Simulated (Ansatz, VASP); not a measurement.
One calculation of LiCl, two programs

```
Li Cl
1.0
     8.34878    0.00000    0.00000
     0.00000    8.34878    0.00000
     0.00000    0.00000    5.15962
Li Cl
8 8
Cartesian
  5.2794 5.4444 0.0000
  7.0788 7.2438 2.5798
  3.0694 2.9044 0.0000
  1.2700 1.1050 2.5798
  5.4444 3.0694 2.5798
  7.2438 1.2700 0.0000
  2.9044 5.2794 2.5798
  1.1050 7.0788 0.0000
  1.1686 6.9894 2.5798
  2.8150 5.3430 0.0000
  7.1802 1.3593 2.5798
  5.5337 3.0058 0.0000
  1.3593 1.1686 0.0000
  3.0058 2.8150 2.5798
  6.9894 7.1802 0.0000
  5.3430 5.5337 2.5798
```

Alike in both runs: functional PBE; k mesh 2 × 2 × 4; occupations gaussian, width 0.1 eV; no spin polarisation.

Ansatz relaxed the structure, and its values are those at the end. VASP's run is a single point on that final structure, the one shown.

```csv
,VASP,Ansatz
version,VASP 6.6.1,Ansatz 0.2.0
potentials or method,"VASP PAW PBE potentials, release 64 (Li_sv, Cl), cutoff 520 eV","scalar-relativistic, plane waves, PAW"
valence electrons in the cell,80,80
```

VASP gave:

```
gap on the k mesh at the Fermi level (eV) : 5.45
least direct gap on the mesh (eV)         : 5.45
rms of the force components (eV/Å)        : 0.005
```

**Question.** Which values does Ansatz return?

**Answer.** gap on the k mesh at the Fermi level (eV): 5.44; least direct gap on the mesh (eV): 5.44; rms of the force components (eV/Å): 0.004.

The functional is the same, so the differences come from potentials, cutoffs and numerics.

Noted on VASP's run: the cutoff is under 1.25 times that of the potentials, so the pressure is a little rough.
